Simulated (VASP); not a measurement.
Here is a VASP 6.6.1 calculation.

File INCAR:

```
SYSTEM = Li7CaNb8O24
PREC = Accurate ; ENCUT = 650
EDIFF = 1E-6 ; ISMEAR = 0
SIGMA = 0.01 ; LREAL = Auto
LASPH = .True. ; NELM = 120
ALGO = Normal ; ISIF = 2
LWAVE = .False. ; LCHARG = .False.
GGA = PE ; NBANDS = 166
NELECT = 280.0 ; GGA_COMPAT = .False.
ISYM = -1
```

Contents of KPOINTS:

```
explicit points
1
Reciprocal
  0.25000000   0.25000000   0.25000000 1
```

POSCAR

```
Li7CaNb8O24
1.0
    2.5949501352      1.4981951591      4.6722232478
   -5.1899002704      2.9963903182      9.3444464955
    0.0000000000     -5.9927806363      9.3444464955
Li Nb O Ca
7 8 24 1
Direct
    0.7233771817      0.3568884268      0.3659734686
    0.2071487840      0.1177588390      0.1132233333
    0.7395503956      0.3579734847      0.8528630107
    0.2117367059      0.1188337271      0.6064822045
    0.7143812673      0.8569782996      0.3681235684
    0.2027423549      0.6116902208      0.1173744883
    0.7197507469      0.8485169573      0.8640003777
    1.0236489359      0.5015797503      0.4973858196
    0.5086175822      0.2451889330      0.2543718779
    0.9834362057      0.4984404341      1.0171995883
    0.5130903282      0.2383292884      0.7648066471
    0.9761665663      1.0118683149      0.5056454218
    0.5048998285      0.7594639632      0.2465239622
    0.9961917731      1.0025270187      1.0055836430
    0.4803473033      0.7479129041      0.7612463169
    0.2885003629      0.3221551053      0.4360610462
    0.6206163027      0.4495661090      0.1362061499
    0.8866419613      0.1476073034      0.3117716218
    0.3921260265      0.0686703089      0.3873436225
    0.7861434940      0.1928681874      0.0668114407
    0.1403413084      0.3811395017      0.1931999828
    0.2664631835      0.3233166728      0.9373853399
    0.6845269347      0.4284643004      0.6390189285
    0.8950576364      0.1405684987      0.8156396910
    0.4010318436      0.0596904891      0.8856806693
    0.7903032407      0.1902135325      0.5697280845
    0.1666439058      0.3883803356      0.6874346420
    0.2749119582      0.8413952560      0.4205652448
    0.6314206727      0.9508479062      0.1289205803
    0.8857173569      0.6412567224      0.3214069490
    0.4003223593      0.5710670731      0.3885036550
    0.7927349038      0.6894541389      0.0697261996
    0.1433835007      0.8791938636      0.1886630551
    0.2465700592      0.8269523601      0.9354023601
    0.6328951788      0.9458930885      0.6281012684
    0.8365915094      0.6466322085      0.8359253934
    0.3829239000      0.5648879122      0.8770269575
    0.7797681562      0.6905289647      0.5711753765
    0.1303913716      0.8741112989      0.6888242373
    0.2347425524      0.6179641219      0.6217654150
```

Potentials or basis: VASP PAW PBE potentials, release 64 (Li_sv, Nb_sv, O, Ca_sv).

Launch:

```sh
$ cat potpaw_PBE.64/Li_sv/POTCAR potpaw_PBE.64/Nb_sv/POTCAR potpaw_PBE.64/O/POTCAR potpaw_PBE.64/Ca_sv/POTCAR > POTCAR
$ mpirun -np 1 vasp_std > vasp.out
```

**Question.** Predict the largest force.

**Answer.** 0.071 eV/Å.

Forces on the atoms (eV/Å):
```
Li   0.001  0.001 -0.006
Li  -0.001  0.001 -0.004
Li   0.004 -0.006 -0.001
Li  -0.003  0.003 -0.005
Li  -0.006  0.001  0.000
Li   0.000  0.003 -0.003
Li   0.004  0.005  0.001
Nb   0.022 -0.007  0.006
Nb   0.011 -0.016  0.014
Nb  -0.002  0.013  0.003
Nb   0.000  0.017  0.017
Nb   0.009  0.026  0.010
Nb  -0.008 -0.011  0.026
Nb  -0.003  0.003  0.012
Nb  -0.002  0.007  0.005
O   -0.017  0.010  0.002
O    0.016  0.001 -0.002
O   -0.003 -0.032  0.005
O   -0.022  0.014  0.002
O   -0.009 -0.015  0.000
O    0.012  0.007 -0.002
O   -0.003  0.007 -0.005
O    0.064  0.011  0.013
O   -0.009 -0.014 -0.007
O   -0.012  0.004 -0.002
O    0.006 -0.021 -0.004
O    0.016  0.000 -0.025
O   -0.034  0.040  0.002
O    0.013 -0.007 -0.014
O    0.003 -0.015  0.002
O   -0.017  0.013 -0.017
O    0.003 -0.011 -0.007
O    0.012  0.009 -0.004
O    0.002  0.008 -0.004
O    0.012  0.000  0.003
O   -0.037 -0.060  0.009
O   -0.018  0.003  0.002
O    0.002 -0.016 -0.020
O    0.005  0.009 -0.006
Ca  -0.010  0.015  0.007
```

Caveat: the cell carries a net charge on a neutralising background, which shifts energy and pressure.
